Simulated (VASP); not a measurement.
Al: single point with PBE

The system is Al.

```
CELL_PARAMETERS angstrom
0.00000 1.96931 1.96931
1.96931 0.00000 1.96931
1.96931 1.96931 0.00000
ATOMIC_POSITIONS crystal
Al 0.00000 0.00000 0.00000
```

```
Program             : VASP 6.6.1
Task                : single point
Functional          : PBE
Potentials or basis : VASP PAW PBE potentials, release 64 (Al)
Cutoff              : 500 eV
k mesh              : 12 × 12 × 12
Occupations         : fermi-dirac, width 0.1 eV
Spin                : no spin polarisation
```

```json
{"Pressure": "7.3 GPa"}
```

Levels at points of the mesh, in eV from the Fermi level:
| k point | band 1 | band 2 | band 3 | band 4 | band 5 |
| --- | --- | --- | --- | --- | --- |
| (0.00, 0.00, 0.00) | -11.57 | 13.17 | 13.17 | 13.17 | 15.26 |
| (0.50, 0.00, 0.00) | -4.80 | -4.38 | 11.93 | 11.93 | 12.37 |
| (0.50, 0.50, 0.00) | -3.00 | -1.52 | 5.38 | 6.08 | 6.08 |

It took 8.3 s on 1 thread of Intel Xeon 8259CL (shared host), peak memory 0.12 GiB.
